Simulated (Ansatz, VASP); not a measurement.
## ZnO: VASP beside Ansatz

```
CELL_PARAMETERS angstrom
3.24931 0.00000 0.00000
-1.62465 2.81398 0.00000
0.00000 0.00000 5.20571
ATOMIC_POSITIONS crystal
Zn 0.33333 0.66667 0.50000
Zn 0.66667 0.33333 0.00000
O 0.66667 0.33333 0.37901
O 0.33333 0.66667 0.87901
```

Alike in both runs: task electric field gradients; functional r2SCAN; k mesh 8 × 8 × 5; occupations fermi-dirac, width 0.02 eV; no spin polarisation.

|  | VASP | Ansatz |
| --- | --- | --- |
| version | VASP 6.6.1 | Ansatz 0.2.0 |
| potentials or method | VASP PAW PBE potentials, release 64 (Zn, O) | plane-wave PAW, scalar-relativistic |
| plane-wave cutoff (eV) | 580 | 500 |
| valence electrons in the cell | 36 | 36 |

```tsv
	VASP	Ansatz	Ansatz less VASP
gap on the k mesh at the Fermi level (eV)	1.23	1.23	+0.004
pressure (GPa)	-0.4	-1.1	-0.76
traceless stress, the component that is largest in VASP (GPa)	1.02	1.03	+0.018
rms of the force components (eV/Å)	0.038	0.040	+0.0028
size of Vzz on the site where it differs most (V/Å²)	0.9	1.0	+0.09
```

VASP's potentials were made for PBE, not for r2SCAN. Atom by atom the forces differ by 0.003 eV/Å (rms over components).
